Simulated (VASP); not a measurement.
**MgO2: single point with PBEsol**

The system is MgO2.

```
CELL_PARAMETERS angstrom
1.47638 0.85239 3.63374
-1.47638 0.85239 3.63374
0.00000 -1.70478 3.63374
ATOMIC_POSITIONS crystal
Mg 0.00000 0.00000 0.00000
O 0.42879 0.42879 0.42879
O 0.57121 0.57121 0.57121
```

This cell differs from its parent crystal: strain -0.080 along x and y, +0.040 along z.

| Quantity | Value |
| --- | --- |
| Program | VASP 6.6.1 |
| Task | single point |
| Functional | PBEsol |
| Potentials or basis | VASP PAW PBE potentials, release 64 (Mg, O) |
| Cutoff | 520 eV |
| k mesh | 12 × 12 × 12 |
| Occupations | gaussian, width 0.05 eV |
| Spin | no spin polarisation |

```
Pressure               : 8.8 GPa
Largest force          : 2.100 eV/Å
Band gap on the k mesh : 1.04 eV, direct
```

Forces in eV/Å, atoms in the order of the input:
```
Mg   0.000  0.000  0.000
O    0.000  0.000  2.100
O    0.000  0.000 -2.100
```

Stress tensor (GPa, compression positive):
```
 24.64   0.00   0.00
  0.00  24.64   0.00
  0.00   0.00 -22.75
```

Levels at points of the mesh, in eV from the valence-band top:
```
           k point  band 3  band 4  band 5  band 6  band 7  band 8  band 9  band 10  band 11  band 12
(0.00, 0.00, 0.00)   -8.06   -2.68   -2.68   -0.79   -0.79    3.97    6.22    12.39    13.74    16.71
(0.50, 0.00, 0.00)   -6.83   -6.24   -3.25   -1.84   -1.26    3.11    9.94    12.69    13.69    14.02
(0.50, 0.50, 0.00)   -6.18   -5.61   -3.80   -2.74   -0.39    2.40    9.30    12.77    13.46    13.67
(0.50, 0.50, 0.50)   -5.03   -3.22   -3.22    0.00    0.00    1.04    6.51    10.31    16.88    16.88
```

It took 43 s on 1 thread of Intel(R) Xeon(R) 6975P-C (Granite Rapids), on a shared host, peak memory 0.22 GiB.

Caveat: the cell differs from its parent crystal (strain -0.080 along x and y, +0.040 along z); the PAW data sets were made with another functional, which shifts forces and pressure a little. A k mesh can miss the band edges.
